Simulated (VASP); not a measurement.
Wanted: the native input for a VASP 6.6.1 run.

| Quantity | Value |
| --- | --- |
| Task | single point |
| Functional | PBEsol |
| Potentials or basis | VASP PAW PBE potentials, release 64 (Ca_sv) |
| Cutoff | 520 eV |
| k mesh | 18 × 18 × 18 |
| Occupations | gaussian, width 0.1 eV |
| Spin | no spin polarisation |
| Dipole correction | no |
| Further INCAR settings | ALGO = Normal; EDIFF = 1e-06; NBANDS = 11 |

The structure of Ca lies in POSCAR:

```
Ca
1.0
   -2.1609861882      2.1609861882      2.1609861882
    2.1609861882     -2.1609861882      2.1609861882
    2.1609861882      2.1609861882     -2.1609861882
Ca
1
Direct
    0.0000000000      0.0000000000      0.0000000000
```

These files were run (other wordings do the same):

INCAR

```
  PREC = Accurate
  ENCUT = 520
  EDIFF = 1E-6
  ISMEAR = 0
  SIGMA = 0.1
  LREAL = F
  LASPH = T
  NELM = 100
  ALGO = Normal
  ISIF = 2
  LWAVE = F
  LCHARG = F
  GGA = PS
  NBANDS = 11
```

KPOINTS

```
regular mesh
0
Gamma
  18 18 18
```

Potentials or basis: VASP PAW PBE potentials, release 64 (Ca_sv).

Command:

```sh
$ cat potpaw_PBE.64/Ca_sv/POTCAR > POTCAR
$ mpirun -np 1 vasp_std > vasp.out
```

It gave:

| Quantity | Value |
| --- | --- |
| Pressure | 0.0 GPa |
| Band gap on the k mesh | zero (band 5 reaches 2.38 eV, above the bottom of band 6 at 2.10 eV) |

Caveat: the PAW data sets were made with another functional, which shifts forces and pressure a little.

It took 41 s on 1 thread of Intel(R) Xeon(R) Platinum 8488C (Sapphire Rapids), on a shared host, peak memory 0.22 GiB.
